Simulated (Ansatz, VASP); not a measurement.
# Two plane-wave programs on SiC

```
Si C
1.0
     5.32164    0.00000    0.00000
    -2.66082    4.60868    0.00000
     0.00000    0.00000    3.90834
Si C
3 3
Direct
  0.50000 0.00000 0.50000
  0.00000 0.50000 0.50000
  0.50000 0.50000 0.50000
  0.00000 0.00000 0.50000
  0.00000 0.00000 0.83742
  0.00000 0.00000 0.16258
```

Alike in both runs: functional PBE; k mesh 12 × 12 × 10; occupations gaussian, width 0.1 eV; no spin polarisation.

Ansatz relaxed the structure, and its values are those at the end. VASP's run is a single point on that final structure, the one shown.

|  | VASP | Ansatz |
| --- | --- | --- |
| version | VASP 6.6.1 | Ansatz 0.2.0 |
| potentials or method | VASP PAW PBE potentials, release 64 (Si, C), cutoff 520 eV | scalar-relativistic, plane waves, PAW |
| valence electrons in the cell | 24 | 24 |

```tsv
	VASP	Ansatz	Ansatz less VASP
gap on the k mesh at the Fermi level (eV)	none	none	-
pressure (GPa)	-0.1	0.0	+0.05
rms of the force components (eV/Å)	0.004	0.002	-0.0029
```

A gap of «none» marks a metal or a gap that the smearing closes.
